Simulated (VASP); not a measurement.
Here is a VASP 6.6.1 calculation.

INCAR

```
SYSTEM = Al
PREC = Accurate
ENCUT = 520
EDIFF = 1E-6
ISMEAR = 0
SIGMA = 0.15
LREAL = .False.
LASPH = .True.
NELM = 80
ALGO = Normal
ISIF = 2
LWAVE = .False.
LCHARG = .True.
LELF = .True.
LVHAR = .True.
NBANDS = 8
```

KPOINTS

```
Automatic mesh
0
Gamma
  24 24 24
  0 0 0
```

The input POSCAR:

```
Al
1.0
   -1.6797973663      1.6797973663      1.4278277614
    1.6797973663     -1.6797973663      1.4278277614
    1.6797973663      1.6797973663     -1.4278277614
Al
1
Direct
    0.0000000000      0.0000000000      0.0000000000
```

Potentials or basis: VASP PAW LDA potentials, release 64 (Al).

Run with:

```bash
$ cat potpaw_LDA.64/Al/POTCAR > POTCAR
$ mpirun -np 1 vasp_std > vasp.out
```

Question: Estimate the band gap on the k mesh.

Answer: Zero (an odd number of electrons rules out a gap without spin polarisation).

Question: Predict the pressure.

Answer: 0.6 GPa.

Stress tensor (GPa, compression positive):
```
 1.20  0.00  0.00
 0.00  1.20  0.00
 0.00  0.00 -0.47
```
